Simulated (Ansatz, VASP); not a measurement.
## SnTe: VASP beside Ansatz

Contents of INCAR:

```
SYSTEM = SnTe
PREC = Accurate
ENCUT = 520
EDIFF = 1E-6
ISMEAR = -1
SIGMA = 0.08
LREAL = .FALSE.
LASPH = .TRUE.
NELM = 60
ALGO = Normal
ISIF = 2
LWAVE = .FALSE.
LCHARG = .TRUE.
GGA = PE
LELF = .TRUE.
LVHAR = .TRUE.
NBANDS = 17
```

Contents of KPOINTS:

```
regular mesh
0
G
  11 11 11
  0 0 0
```

The input POSCAR:

```
SnTe
1.0
    0.0000000000      3.1353147979      3.1353147979
    3.1353147979      0.0000000000      3.1353147979
    3.1353147979      3.1353147979      0.0000000000
Sn Te
1 1
Direct
    0.0000000000      0.0000000000      0.0000000000
    0.5000000000      0.5000000000      0.5000000000
```

Input for Ansatz:

```yaml
crystal:
  lattice:
    - [0.0, 3.1353147979, 3.1353147979]
    - [3.1353147979, 0.0, 3.1353147979]
    - [3.1353147979, 3.1353147979, 0.0]
  atoms:
    - { symbol: Sn, position: [0.0, 0.0, 0.0] }
    - { symbol: Te, position: [0.5, 0.5, 0.5] }
kpoints:
  mp_grid: { grid: [11, 11, 11] }
  band_path:
    path:
      - [0.0, 0.0, 0.0]
      - [0.5, 0.0, 0.5]
      - [0.625, 0.25, 0.625]
      - [0.375, 0.375, 0.75]
      - [0.0, 0.0, 0.0]
      - [0.5, 0.5, 0.5]
      - [0.5, 0.25, 0.75]
      - [0.5, 0.0, 0.5]
    npoints: 5
scf:
  occupations: { method: fermi_dirac, width: 0.08 }
hamiltonian:
  xc: pbe
  pseudopotentials: { kind: all_electron, lapw: { basis_error: 0.00025 } }
output:
  forces: true
  stress: true
  eigenvalues: true
```

Change from the starting cell: volume scaled by 0.98.

Alike in both runs: task single point; functional PBE; k mesh 11 × 11 × 11; occupations fermi-dirac, width 0.08 eV; no spin polarisation.

|  | VASP | Ansatz |
| --- | --- | --- |
| version | VASP 6.6.1 | Ansatz 0.2.0 |
| potentials or method | VASP PAW PBE potentials, release 64 (Sn_d, Te), cutoff 520 eV | all-electron LAPW, scalar-relativistic |

```csv
,VASP,Ansatz,Ansatz less VASP
pressure (GPa),3.0,3.1,+0.07
```

Ansatz ran all-electron here, and VASP with PAW potentials.

Neither program's run includes spin-orbit coupling.
